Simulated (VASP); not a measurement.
# BPtF6 (R-3) in VASP: settings compared, part 2 of 2

VASP 6.6.1. Earlier steps stand in the parts before.

## 3. Relaxation of cell and atoms, PBE+U

Contents of INCAR:

```
ALGO     = Normal         # electronic algorithm
EDIFF    = 1E-7           # SCF threshold, eV
EDIFFG   = -0.01          # ionic threshold
ENCUT    = 600            # plane-wave cutoff, eV
GGA      = PE             # functional
IBRION   = 2              # ionic algorithm
ISIF     = 3              # what is computed and relaxed
ISMEAR   = -1             # smearing method
LASPH    = True           # aspherical terms in the spheres
LCHARG   = False          # write CHGCAR
LDAU     = True           # DFT+U
LDAUJ    = 0 0 0        
LDAUL    = -1 -1 2        # shell
LDAUPRINT= 1            
LDAUTYPE = 2            
LDAUU    = 0 0 5          # U, eV
LMAXMIX  = 4              # l up to which the mixer works
LREAL    = False          # projectors in reciprocal space
LWAVE    = False          # write WAVECAR
NELM     = 150            # most SCF steps
NSW      = 60             # ionic steps
PREC     = Accurate       # precision mode
SIGMA    = 0.0476         # smearing width, eV
```

Contents of KPOINTS:

```
k-points
0
Gamma
  5 5 5
```

Contents of POSCAR:

```
BPtF6
1.0
    4.9025950000      0.0000000000      0.0000000000
   -2.4512970000      4.2457760000      0.0000000000
   -2.4512970000      1.4152590000      4.5346510000
B F Pt
1 6 1
Direct
    0.5000000000      0.5000000000      0.5000000000
    0.2420000000      0.1180000000      0.7510000000
    0.8820000000      0.3730000000      0.7510000000
    0.6270000000      0.7580000000      0.7510000000
    0.7580000000      0.8820000000      0.2490000000
    0.1180000000      0.6270000000      0.2490000000
    0.3730000000      0.2420000000      0.2490000000
    0.0000000000      0.0000000000      0.0000000000
```

Potentials or basis: VASP PAW PBE potentials, release 64 (B, F, Pt).

Started as:

```console
cat potpaw_PBE.64/B/POTCAR potpaw_PBE.64/F/POTCAR potpaw_PBE.64/Pt/POTCAR > POTCAR
mpirun -np 1 vasp_std > vasp.out
```

OUTCAR:

```text
EDIFF = 1E-7
   EDIFFG = -0.01
   ENCUT = 600
   GGA = PE
   IBRION = 2
   ISIF = 3
   ISMEAR = -1
   LASPH = True
   LREAL = False
   NELM = 150
   NSW = 60
   PREC = Accurate

 ion  position               nearest neighbor table
   1  0.500  0.500  0.500-   3 1.95   6 1.95   5 1.95   2 1.95   4 1.95   7 1.95
   2  0.242  0.118  0.751-   8 1.89   1 1.95
   3  0.882  0.373  0.751-   8 1.89   1 1.95
   4  0.627  0.758  0.751-   8 1.89   1 1.95
   5  0.758  0.882  0.249-   8 1.89   1 1.95
   6  0.118  0.627  0.249-   8 1.89   1 1.95
   7  0.373  0.242  0.249-   8 1.89   1 1.95
[... 2107 lines left out ...]
  o =  0.9779  v =  0.4511 -0.0207 -0.0003  0.5774  0.6803  0.0000  0.0000  0.0000  0.0000  0.0000      0.0000  0.0000  0.0000  0.0000  0.0000  0.0000  0.0000  0.0000  0.0000  0.0000
  o =  0.9779  v =  0.6803 -0.5774  0.0002 -0.0207 -0.4510  0.0000  0.0000  0.0000  0.0000  0.0000      0.0000  0.0000  0.0000  0.0000  0.0000  0.0000  0.0000  0.0000  0.0000  0.0000
  o =  0.9779  v =  0.0000  0.0000  0.0000  0.0000  0.0000  0.6803 -0.5774  0.0002 -0.0207 -0.4510      0.0000  0.0000  0.0000  0.0000  0.0000  0.0000  0.0000  0.0000  0.0000  0.0000
  o =  0.9805  v =  0.0000 -0.0001 -1.0000 -0.0002 -0.0003  0.0000  0.0000  0.0000  0.0000  0.0000      0.0000  0.0000  0.0000  0.0000  0.0000  0.0000  0.0000  0.0000  0.0000  0.0000
  o =  0.9805  v =  0.0000  0.0000  0.0000  0.0000  0.0000  0.0000 -0.0001 -1.0000 -0.0002 -0.0003      0.0000  0.0000  0.0000  0.0000  0.0000  0.0000  0.0000  0.0000  0.0000  0.0000

--------------------------------------- Ionic step       23  -------------------------------------------

 number of electron      55.0000006 magnetization

 Free energy of the ion-electron system (eV)
  ---------------------------------------------------
  ext. energy  EPLUGINS =         0.00000000
  ---------------------------------------------------
  free energy    TOTEN  =       -32.51896088 eV

  energy without entropy =      -32.45743486  energy(sigma->0) =      -32.48819787

 E-fermi :   2.7596     XC(G=0): -10.4821

 val. band max:        2.7511807640   @ k =   0.4000  -0.4000   0.2000
 cond. band min:       2.7671423119   @ k =   0.4000   0.4000  -0.4000
 fundamental gap:      0.0159615479
 Fermi energy:         2.7596359066
[... 861 lines left out ...]
  FREE ENERGIE OF THE ION-ELECTRON SYSTEM (eV)
  ---------------------------------------------------
  free  energy   TOTEN  =       -32.5189608783 eV

  energy  without entropy=      -32.4574348554  energy(sigma->0) =      -32.48819787

 reached required accuracy - stopping structural energy minimisation
```

OSZICAR:

```text
N       E                     dE             d eps       ncg     rms          rms(c)
DAV:   1     0.435026653706E+03    0.43503E+03   -0.34580E+04  1542   0.179E+03
DAV:   2    -0.896567468522E+01   -0.44399E+03   -0.43580E+03  1784   0.400E+02
DAV:   3    -0.326561076774E+02   -0.23690E+02   -0.23506E+02  1748   0.955E+01
[... 266 lines left out ...]
DAV:   4    -0.325189619342E+02    0.20599E-04   -0.40756E-05  1784   0.561E-02    0.247E-02
DAV:   5    -0.325189599768E+02    0.19575E-05   -0.78494E-06  1922   0.232E-02    0.657E-03
DAV:   6    -0.325189605564E+02   -0.57962E-06   -0.76689E-07  1779   0.664E-03    0.268E-03
DAV:   7    -0.325189608130E+02   -0.25661E-06   -0.12188E-07  1347   0.259E-03    0.115E-03
DAV:   8    -0.325189608783E+02   -0.65325E-07   -0.49302E-08   818   0.148E-03
  23 F= -.32518961E+02 E0= -.32488198E+02  d E =-.136501E-03
```

CONTCAR:

```text
BPtF6
   1.00000000000000
     4.7565431560460416   -0.0000013645277207   -0.0000000238327032
    -2.3782699444045581    4.1192916724948336   -0.0000000087234325
    -2.3782707319240588    1.3730979805668204    4.2436388615655067
  B               F               Pt
     1     6     1
Direct
     0.5000000000000000    0.5000000000000000    0.5000000000000000
     0.2879363347809953    0.1478175972175530    0.7190729924436235
     0.8521824012741682    0.4210457435226425    0.7190729925597604
     0.5789542567440805    0.7120636669117852    0.7190729926128077
     0.7120636652190047    0.8521824027824468    0.2809270075563767
     0.1478175987258318    0.5789542564773575    0.2809270074402395
     0.4210457432559195    0.2879363330882149    0.2809270073871922
     1.0000000000000000    0.0000000000000000    0.0000000000000000

  0.00000000E+00  0.00000000E+00  0.00000000E+00
  0.00000000E+00  0.00000000E+00  0.00000000E+00
  0.00000000E+00  0.00000000E+00  0.00000000E+00
  0.00000000E+00  0.00000000E+00  0.00000000E+00
  0.00000000E+00  0.00000000E+00  0.00000000E+00
  0.00000000E+00  0.00000000E+00  0.00000000E+00
  0.00000000E+00  0.00000000E+00  0.00000000E+00
  0.00000000E+00  0.00000000E+00  0.00000000E+00
```

Wall time 34 min (1 thread of AMD EPYC 7R43 (Zen 3), shared host); peak memory 0.29 GiB.

Results:

| Quantity | Value |
| --- | --- |
| Free energy | -32.5190 eV |
| Relaxed volume | 10.39 Å³/atom |
| Relaxed cell | a = 4.757 Å, b = 4.757 Å, c = 5.055 Å, α = 61.93°, β = 118.07°, γ = 120.00° |
| Space group after relaxing (to 0.1 Å) | R-3 (No. 148) |
| Energy gained by relaxing | 460.1 meV/atom |
| Ionic steps | 23 |
| Pressure after relaxing | 0.0 GPa |
| Largest force after relaxing | 0.004 eV/Å |
| Band gap on the k mesh | zero (an odd number of electrons rules out a gap without spin polarisation) |

Forces on the atoms (eV/Å):
```
B    0.000  0.000  0.000
F   -0.001  0.001  0.004
F   -0.001 -0.001  0.004
F    0.001  0.000  0.004
F    0.001 -0.001 -0.004
F    0.001  0.001 -0.004
F   -0.001  0.000 -0.004
Pt   0.000  0.000  0.000
```

The path:
| step | energy change (eV) | largest force (eV/Å) | pressure (GPa) | volume (Å³) |
| --- | --- | --- | --- | --- |
| 1 | 0.0000 | 3.3374 | 5.97 | 94.39 |
| 2 | -1.9345 | 1.7011 | -16.01 | 100.52 |
| 3 | -2.0576 | 1.1157 | -19.69 | 104.40 |
| 4 | -2.8192 | 1.6212 | -8.00 | 94.61 |
| 5 | -2.8789 | 1.0384 | -11.44 | 96.45 |
| 6 | -3.4321 | 0.6332 | -7.65 | 90.68 |
| 7 | -3.6599 | 0.1351 | -0.47 | 85.00 |
| 8 | -3.6598 | 0.1020 | -0.84 | 85.22 |
| 9 | -3.6641 | 0.0927 | -0.33 | 84.89 |
| 10 | -3.6653 | 0.1533 | 0.17 | 84.59 |
| 11 | -3.6690 | 0.1299 | 0.16 | 84.46 |
| 12 | -3.6761 | 0.0744 | 0.12 | 84.06 |
| 13 | -3.6714 | 0.1411 | 0.02 | 83.26 |
| 14 | -3.6774 | 0.0689 | 0.09 | 83.81 |
| 15 | -3.6791 | 0.0236 | -0.10 | 83.80 |
| 16 | -3.6794 | 0.0184 | -0.21 | 83.79 |
| 17 | -3.6797 | 0.0295 | 0.05 | 83.60 |
| 18 | -3.6797 | 0.0346 | 0.16 | 83.51 |
| 19 | -3.6800 | 0.0290 | 0.14 | 83.47 |
| 20 | -3.6804 | 0.0191 | 0.06 | 83.36 |
| 21 | -3.6805 | 0.0460 | -0.10 | 83.14 |
| 22 | -3.6806 | 0.0300 | -0.03 | 83.24 |
| 23 | -3.6808 | 0.0040 | 0.01 | 83.15 |

Final structure:
```cif
data_structure
_symmetry_space_group_name_H-M 'P 1'
_symmetry_Int_Tables_number 1
_cell_length_a 4.7565
_cell_length_b 4.7565
_cell_length_c 5.0547
_cell_angle_alpha 61.933
_cell_angle_beta 118.067
_cell_angle_gamma 120.000
_cell_volume 83.15
loop_
_atom_site_label
_atom_site_type_symbol
_atom_site_fract_x
_atom_site_fract_y
_atom_site_fract_z
_atom_site_occupancy
B1 B 0.50000 0.50000 0.50000 1
F1 F 0.28794 0.14782 0.71907 1
F2 F 0.85218 0.42105 0.71907 1
F3 F 0.57895 0.71206 0.71907 1
F4 F 0.71206 0.85218 0.28093 1
F5 F 0.14782 0.57895 0.28093 1
F6 F 0.42105 0.28794 0.28093 1
Pt1 Pt 0.00000 0.00000 0.00000 1
```

Eigenvalues of the final occupation matrices:
```tsv
site	spin	trace	eigenvalues
site 8 d	1	4.04	0.55 0.55 0.98 0.98 0.98
site 8 d	2	4.04	0.55 0.55 0.98 0.98 0.98
```

Caveat: spin-orbit coupling is left out, which moves the levels of the heavy elements; an odd number of electrons without spin polarisation forces a metal; a magnetic or distorted state may lie lower; U without spin polarisation on a metal has little footing.
